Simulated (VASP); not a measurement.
Crystal: AgRh.

```
Ag Rh
1.0
     2.77759    0.00000    0.00000
    -1.38879    2.40546    0.00000
     0.00000    0.00000    4.80860
Ag Rh
1 1
Direct
  0.00000 0.00000 0.50000
  0.66667 0.33333 0.00000
```

Base run:

- Program: VASP 6.6.1
- Functional: r2SCAN
- Potentials or basis: VASP PAW PBE potentials, release 64 (Ag, Rh_pv)
- Cutoff: 520 eV
- k mesh: 11 × 11 × 6
- Occupations: fermi-dirac, width 0.05 eV
- Spin: no spin polarisation

Its results: band gap on the k mesh zero (bands 13 and 14 overlap by 1.39 eV); pressure -6.1 GPa.

Question: The run is repeated on the same cell with these changes: functional from r2SCAN to BLYP; occupations from fermi-dirac, width 0.05 eV to methfessel-paxton, width 0.1 eV. What comes out?

Answer: Band gap on the k mesh zero (bands 13 and 14 overlap by 1.33 eV); pressure 7.1 GPa.

Caveats: the PAW data sets were made with another functional, which shifts forces and pressure a little; the cell stands under tension (at least some runs); the cell stands under pressure (at least some runs).
